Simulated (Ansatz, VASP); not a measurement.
## AlRu: VASP beside Ansatz

```
Al Ru
1.0
     2.99160    0.00000    0.00000
     0.00000    2.99160    0.00000
     0.00000    0.00000    2.99160
Al Ru
1 1
Cartesian
  0.0000 0.0000 0.0000
  1.4958 1.4958 1.4958
```

Alike in both runs: task electric field gradients; functional PBE; k mesh 12 × 12 × 12; occupations fermi-dirac, width 0.05 eV; no spin polarisation.

```csv
,VASP,Ansatz
version,VASP 6.6.1,Ansatz 0.2.0
potentials or method,"VASP PAW PBE potentials, release 64 (Al, Ru_pv)","PAW with Ansatz's default frozen-core files, scalar-relativistic"
plane-wave cutoff (eV),520,420
valence electrons in the cell,17,19
```

|  | VASP | Ansatz | Ansatz less VASP |
| --- | --- | --- | --- |
| pressure (GPa) | 2.4 | 2.5 | +0.03 |

VASP's potentials hold 17 valence electrons a cell and Ansatz's 19, so a difference there can come from the potentials and not from the codes.
